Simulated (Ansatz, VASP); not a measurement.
Tc: VASP beside Ansatz

```xyz
4
Lattice="2.7394 0.0000 0.0000 -1.3697 2.3724 0.0000 0.0000 0.0000 8.6820" Properties=species:S:1:pos:R:3 pbc="T T T"
Tc    1.3697    0.7908    6.5115
Tc    0.0000    0.0000    4.3410
Tc    0.0000    1.5816    2.1705
Tc    0.0000    0.0000    0.0000
```

Alike in both runs: task single point; functional PBEsol; k mesh 9 × 9 × 3; occupations fermi-dirac, width 0.05 eV; no spin polarisation.

|  | VASP | Ansatz |
| --- | --- | --- |
| version | VASP 6.6.1 | Ansatz 0.2.0 |
| potentials or method | VASP PAW PBE potentials, release 64 (Tc_pv) | Ansatz PAW earlier set |
| plane-wave cutoff (eV) | 520 | 500 |
| valence electrons in the cell | 52 | 60 |

Ansatz gave:

- gap on the k mesh at the Fermi level (eV): none
- pressure (GPa): -2.2
- traceless stress, the component that is largest in VASP (GPa): 0.69

Question: What did VASP give for the same quantities?

Answer: gap on the k mesh at the Fermi level (eV): none; pressure (GPa): -2.8; traceless stress, the component that is largest in VASP (GPa): 0.66.

VASP's potentials were made for PBE, not for PBEsol. A gap of «none» marks a metal or a gap that the smearing closes. VASP's potentials hold 52 valence electrons a cell and Ansatz's 60, so a difference there can come from the potentials and not from the codes.
